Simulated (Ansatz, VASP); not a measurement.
**TaS2: VASP beside Ansatz**

INCAR

```
PREC     = Accurate       # precision mode
ENCUT    = 500            # plane-wave cutoff, eV
EDIFF    = 1E-6           # SCF threshold, eV
ISMEAR   = 1              # smearing method
SIGMA    = 0.017          # smearing width, eV
LREAL    = F              # projectors in reciprocal space
LASPH    = T              # aspherical terms in the spheres
NELM     = 120            # most SCF steps
ALGO     = Normal         # electronic algorithm
ISIF     = 2              # what is computed and relaxed
LWAVE    = F              # write WAVECAR
LCHARG   = F              # write CHGCAR
GGA      = PE             # functional
IVDW     = 12             # dispersion correction
NBANDS   = 18             # bands
GGA_COMPAT= F
```

Contents of KPOINTS:

```
regular mesh
0
Gamma
  3 3 1
```

Contents of POSCAR:

```
TaS2
1.0
    3.2984527072      0.0000000000      0.0000000000
   -1.6492263536      2.8565438376      0.0000000000
    0.0000000000      0.0000000000      6.0140832313
Ta S
1 2
Direct
    0.0000000000      0.0000000000      0.0000000000
    0.6666666667      0.3333333333      0.7542821200
    0.3333333333      0.6666666667      0.2457178800
```

Input for Ansatz:

```yaml
crystal:
  lattice:
    - [3.2984527072, 0.0, 0.0]
    - [-1.6492263536, 2.8565438376, 0.0]
    - [0.0, 0.0, 6.0140832313]
  atoms:
    - { symbol: Ta, position: [0.0, 0.0, 0.0] }
    - { symbol: S, position: [0.6666666667, 0.3333333333, 0.75428212] }
    - { symbol: S, position: [0.3333333333, 0.6666666667, 0.24571788] }
basis: {}
kpoints:
  mp_grid: { grid: [3, 3, 1] }
hamiltonian:
  xc: pbe
  dispersion: d3bj
  pseudopotentials: { kind: nc }
scf:
  occupations: { method: methfessel_paxton, width: 0.017 }
  max_iter: 40
output:
  forces: true
  stress: true
  eigenvalues: true
  optics: { e_range: [0, 10], sigma: 0.2 }
```

Alike in both runs: task single point; functional PBE; dispersion D3(BJ); k mesh 3 × 3 × 1; occupations methfessel-paxton of order 1, width 0.017 eV; no spin polarisation.

```csv
,VASP,Ansatz
version,VASP 6.6.1,Ansatz 0.2.0
potentials or method,"VASP PAW PBE potentials, release 64 (Ta_pv, S)","scalar-relativistic, plane waves, norm-conserving potentials"
plane-wave cutoff (eV),500,789
valence electrons in the cell,23,25
```

```csv
,VASP,Ansatz,Ansatz less VASP
gap on the k mesh at the Fermi level (eV),none,none,-
pressure (GPa),9.0,9.1,+0.12
"traceless stress, the component that is largest in VASP (GPa)",2.62,1.83,-0.781
rms of the force components (eV/Å),0.861,0.822,-0.0394
```

Atom by atom the forces differ by 0.039 eV/Å (rms over components). A gap of «none» marks a metal or a gap that the smearing closes. VASP's potentials hold 23 valence electrons a cell and Ansatz's 25, so a difference there can come from the potentials and not from the codes. Ansatz's warnings: optics on partly filled bands, standard records replace ansatz nc.

The k mesh is coarse, so the values compare programs but aren't converged. Neither program's run includes spin-orbit coupling.
